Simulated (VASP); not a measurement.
**AlRu: relaxation of cell and atoms with PBE+D3(BJ)**

Crystal: AlRu.

```
Al Ru
1.0
     2.99160    0.00000    0.00000
     0.00000    2.99160    0.00000
     0.00000    0.00000    2.99160
Al Ru
1 1
Direct
  0.00000 0.00000 0.00000
  0.50000 0.50000 0.50000
```

| Quantity | Value |
| --- | --- |
| Program | VASP 6.6.1 |
| Task | relaxation of cell and atoms |
| Functional | PBE |
| Dispersion | D3(BJ) |
| Potentials or basis | VASP PAW PBE potentials, release 64 (Al, Ru_pv) |
| Cutoff | 600 eV |
| k mesh | 10 × 10 × 10 |
| Occupations | fermi-dirac, width 0.1 eV |
| Spin | no spin polarisation |
| Dipole correction | no |
| Further INCAR settings | ALGO = Normal; EDIFF = 1e-07; IBRION = 2; EDIFFG = -0.05; NSW = 80; ISIF = 3 |

```json
{
  "Relaxed volume": "13.15 Å³/atom",
  "Relaxed cell": "a = 2.974 Å, b = 2.974 Å, c = 2.974 Å, α = 90.00°, β = 90.00°, γ = 90.00°",
  "Space group after relaxing (to 0.05 Å)": "Pm-3m (No. 221)",
  "Energy gained by relaxing": "2.8 meV/atom",
  "Ionic steps": "3",
  "Pressure after relaxing": "0.0 GPa",
  "Dispersion energy per atom": "-0.525 eV"
}
```

Step by step:
```
step  energy change (eV)  largest force (eV/Å)  pressure (GPa)  volume (Å³)
   1              0.0000                0.0000           -3.76        26.77
   2              0.0087                0.0000            6.53        25.58
   3             -0.0057                0.0000           -0.02        26.30
```

Final structure:
```
Al Ru
1.0
     2.97396    0.00000    0.00000
     0.00000    2.97396    0.00000
     0.00000    0.00000    2.97396
Al Ru
1 1
Direct
  0.00000 0.00000 0.00000
  0.50000 0.50000 0.50000
```

Levels at points of the mesh, in eV from the Fermi level:
```tsv
k point	band 7	band 8	band 9	band 10	band 11	band 12
(0.00, 0.00, 0.00)	0.15	0.15	0.15	6.14	6.14	6.14
(0.50, 0.00, 0.00)	-1.67	-1.67	0.41	2.32	7.41	11.09
(0.50, 0.50, 0.00)	-1.41	-1.23	-1.23	1.54	5.40	6.39
(0.50, 0.50, 0.50)	1.64	1.64	2.66	4.15	4.15	4.15
```

Run time: 36 s on 1 thread of AMD EPYC 7R43 64-Core Processor (Zen 3), with other jobs on the host, peak memory 0.13 GiB.

Caveat: pairwise dispersion overbinds metals, which lowers pressure and volume.
